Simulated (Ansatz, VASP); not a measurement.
## Yb4InF in VASP and in Ansatz

INCAR

```
ALGO = Normal
EDIFF = 1E-6
ENCUT = 520
GGA = PE
ISIF = 2
ISMEAR = 0
ISPIN = 2
LASPH = True
LCHARG = False
LMAXMIX = 6
LORBIT = 11
LREAL = False
LWAVE = False
MAGMOM = 1 1 1 1 0 0
NBANDS = 71
NELM = 150
PREC = Accurate
SIGMA = 0.1
```

The input KPOINTS:

```
k-points
0
Gamma
  4 4 4
```

The input POSCAR:

```
Yb4InF
1.0
    0.0000000000      3.9475147600      3.9475147600
    3.9475147600      0.0000000000      3.9475147600
    3.9475147600      3.9475147600      0.0000000000
Yb In F
4 1 1
Direct
    0.8735502700      0.3754832400      0.3754832400
    0.3754832400      0.3754832400      0.3754832400
    0.3754832400      0.8735502700      0.3754832400
    0.3754832400      0.3754832400      0.8735502700
    0.7500000000      0.7500000000      0.7500000000
    0.0000000000      0.0000000000      0.0000000000
```

Input for Ansatz:

```yaml
crystal:
  lattice:
    - [0.0, 3.94751476, 3.94751476]
    - [3.94751476, 0.0, 3.94751476]
    - [3.94751476, 3.94751476, 0.0]
  atoms:
    - { symbol: Yb, position: [0.87355027, 0.37548324, 0.37548324], spin: 1.0 }
    - { symbol: Yb, position: [0.37548324, 0.37548324, 0.37548324], spin: 1.0 }
    - { symbol: Yb, position: [0.37548324, 0.87355027, 0.37548324], spin: 1.0 }
    - { symbol: Yb, position: [0.37548324, 0.37548324, 0.87355027], spin: 1.0 }
    - { symbol: In, position: [0.75, 0.75, 0.75] }
    - { symbol: F, position: [0.0, 0.0, 0.0] }
basis:
  ecutwfc: 420
kpoints:
  mp_grid: { grid: [4, 4, 4] }
hamiltonian:
  xc: pbe
scf:
  occupations: { method: gaussian, width: 0.1 }
  lower_state_search: "off"
output:
  forces: true
  stress: true
  eigenvalues: true
  populations: true
magnetization:
  spin_polarized: true
```

Change from the starting cell: species swapped into the GdInPt4 type (F-43m, No. 216).

Alike in both runs: task single point; functional PBE; k mesh 4 × 4 × 4; occupations gaussian, width 0.1 eV; collinear spin.

|  | VASP | Ansatz |
| --- | --- | --- |
| version | VASP 6.6.1 | Ansatz 0.2.0 |
| potentials or method | VASP PAW PBE potentials, release 64 (Yb, In_d, F), cutoff 520 eV | scalar-relativistic, plane waves, PAW |
| valence electrons in the cell | 116 | 116 |

```csv
,VASP,Ansatz,Ansatz less VASP
gap on the k mesh at the Fermi level (eV),none,none,-
pressure (GPa),16.9,18.4,+1.57
rms of the force components (eV/Å),0.116,0.115,-0.0006
net moment per atom (μB),0.00,0.00,-0.002
```

Atom by atom the forces differ by 0.001 eV/Å (rms over components). A gap of «none» marks a metal or a gap that the smearing closes. With one functional, cell and mesh, what is left measures potentials, basis and numerics. Ansatz's warnings: seeded moment not kept.

Neither program's run includes spin-orbit coupling.
